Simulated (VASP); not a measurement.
A run of VASP 6.6.1 is set up as follows.

The input INCAR:

```
PREC = Accurate
ENCUT = 600
EDIFF = 1E-6
ISMEAR = -1
SIGMA = 0.05
LREAL = F
LASPH = T
NELM = 120
ALGO = Normal
ISIF = 2
LWAVE = F
LCHARG = F
GGA = PS
NBANDS = 24
GGA_COMPAT = F
```

The input KPOINTS:

```
Automatic mesh
0
Gamma
  9 9 9
```

File POSCAR:

```
CdF2
1.0
    0.0000000000      2.6240330839      2.6240330839
    2.6240330839      0.0000000000      2.6240330839
    2.6240330839      2.6240330839      0.0000000000
Cd F
1 2
Direct
    0.0000000000      0.0000000000      0.0000000000
    0.7500000000      0.7500000000      0.7500000000
    0.2500000000      0.2500000000      0.2500000000
```

Potentials or basis: VASP PAW PBE potentials, release 64 (Cd_sv_GW, F).

The run is started by

```console
$ cat potpaw_PBE.64/Cd_sv_GW/POTCAR potpaw_PBE.64/F/POTCAR > POTCAR
$ mpirun -np 1 vasp_std > vasp.out
```

**Question.** Estimate the pressure.

**Answer.** 9.3 GPa.

**Question.** Predict the band gap on the k mesh.

**Answer.** 3.22 eV, indirect (least direct gap 3.57 eV).

Caveat: the PAW data sets were made with another functional, which shifts forces and pressure a little. A k mesh can miss the band edges.
